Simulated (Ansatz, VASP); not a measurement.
**BAs in VASP and in Ansatz**

File INCAR:

```
  PREC = Accurate
  ENCUT = 520
  EDIFF = 1E-7
  ISMEAR = -1
  SIGMA = 0.05
  LREAL = False
  LASPH = True
  NELM = 100
  ALGO = Normal
  ISIF = 2
  LWAVE = False
  LCHARG = False
  GGA = CA
  NBANDS = 11
```

The input KPOINTS:

```
regular mesh
0
Gamma
  15 15 15
```

Contents of POSCAR:

```
BAs
1.0
    0.0000000000      2.0391998371      2.0391998371
    2.0391998371      0.0000000000      2.0391998371
    2.0391998371      2.0391998371      0.0000000000
B As
1 1
Direct
    0.0000000000      0.0000000000      0.0000000000
    0.2500000000      0.2500000000      0.2500000000
```

Input for Ansatz:

```yaml
crystal:
  lattice:
    - [0.0, 2.0391998371, 2.0391998371]
    - [2.0391998371, 0.0, 2.0391998371]
    - [2.0391998371, 2.0391998371, 0.0]
  atoms:
    - { symbol: B, position: [0.0, 0.0, 0.0] }
    - { symbol: As, position: [0.25, 0.25, 0.25] }
kpoints:
  mp_grid: { grid: [15, 15, 15] }
scf:
  occupations: { method: fermi_dirac, width: 0.05 }
hamiltonian:
  xc: lda
  pseudopotentials: { kind: paw }
output:
  forces: true
  stress: true
  eigenvalues: true
  populations: true
```

Change from the starting cell: volume scaled by 0.64, PAW files.

Alike in both runs: task single point; functional LDA; k mesh 15 × 15 × 15; occupations fermi-dirac, width 0.05 eV; no spin polarisation.

```csv
,VASP,Ansatz
version,VASP 6.6.1,Ansatz 0.2.0
potentials or method,"VASP PAW LDA potentials, release 64 (B, As)","PAW with Ansatz's default frozen-core files, scalar-relativistic"
plane-wave cutoff (eV),520,420
valence electrons in the cell,8,18
```

Ansatz gave:

| Quantity | Value |
| --- | --- |
| pressure (GPa) | 157.1 |

Question: Which values does VASP return?

Answer: Pressure (GPa): 163.5.

LDA's correlation is that of Perdew and Zunger in VASP and of Perdew and Wang (1992) in Ansatz. Both programs put the cell under a high pressure, so it lies far from rest at this level. VASP's potentials hold 8 valence electrons a cell and Ansatz's 18, so a difference there can come from the potentials and not from the codes.

Noted on VASP's run: the cell as given lies far from equilibrium.
